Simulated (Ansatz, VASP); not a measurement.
## Two plane-wave programs on Li

POSCAR

```
Li
1.0
    0.0000000000      2.2350300000      2.1689700000
    2.2350300000      0.0000000000      2.1689700000
    2.2350300000      2.2350300000      0.0000000000
Li
1
Direct
    0.0000000000      0.0000000000      0.0000000000
```

Contents of INCAR.step1:

```
PREC = Accurate
ENCUT = 830
ISMEAR = 0
SIGMA = 0.15
LREAL = F
LASPH = T
NELM = 120
NBANDS = 8
GGA = PE
ALGO = Normal
EDIFF = 1E-5
LWAVE = T
LCHARG = F
GGA_COMPAT = F
```

The input INCAR.step2:

```
PREC = Accurate
ENCUT = 830
EDIFF = 1E-6
ISMEAR = 0
SIGMA = 0.15
LREAL = F
LASPH = T
NELM = 120
ALGO = Normal
ISIF = 2
LWAVE = F
LCHARG = F
METAGGA = R2SCAN
LMIXTAU = T
NBANDS = 8
ISTART = 1
GGA_COMPAT = F
```

KPOINTS

```
Automatic mesh
0
Gamma
  18 18 18
```

Input for Ansatz:

```yaml
crystal:
  lattice:
    - [0.0, 2.23503, 2.16897]
    - [2.23503, 0.0, 2.16897]
    - [2.23503, 2.23503, 0.0]
  atoms:
    - { symbol: Li, position: [0.0, 0.0, 0.0] }
basis:
  ecutwfc: 500
kpoints:
  mp_grid: { grid: [18, 18, 18] }
hamiltonian:
  xc: r2scan
scf:
  occupations: { method: gaussian, width: 0.15 }
output:
  forces: true
  stress: true
  eigenvalues: true
```

Change from the starting cell: strain +0.015 along x and y, -0.015 along z, atoms carried along.

Alike in both runs: task single point; functional r2SCAN; k mesh 18 × 18 × 18; occupations gaussian, width 0.15 eV; no spin polarisation.

|  | VASP | Ansatz |
| --- | --- | --- |
| version | VASP 6.6.1 | Ansatz 0.2.0 |
| potentials or method | VASP PAW PBE potentials, release 64 (Li_sv), cutoff 830 eV | scalar-relativistic, plane waves, PAW |
| valence electrons in the cell | 3 | 3 |

|  | VASP | Ansatz | Ansatz less VASP |
| --- | --- | --- | --- |
| gap on the k mesh at the Fermi level (eV) | none | none | - |
| pressure (GPa) | -0.6 | -0.4 | +0.18 |
| traceless stress, the component that is largest in VASP (GPa) | 0.05 | 0.11 | +0.055 |

VASP's potentials were made for PBE, not for r2SCAN. A gap of «none» marks a metal or a gap that the smearing closes.
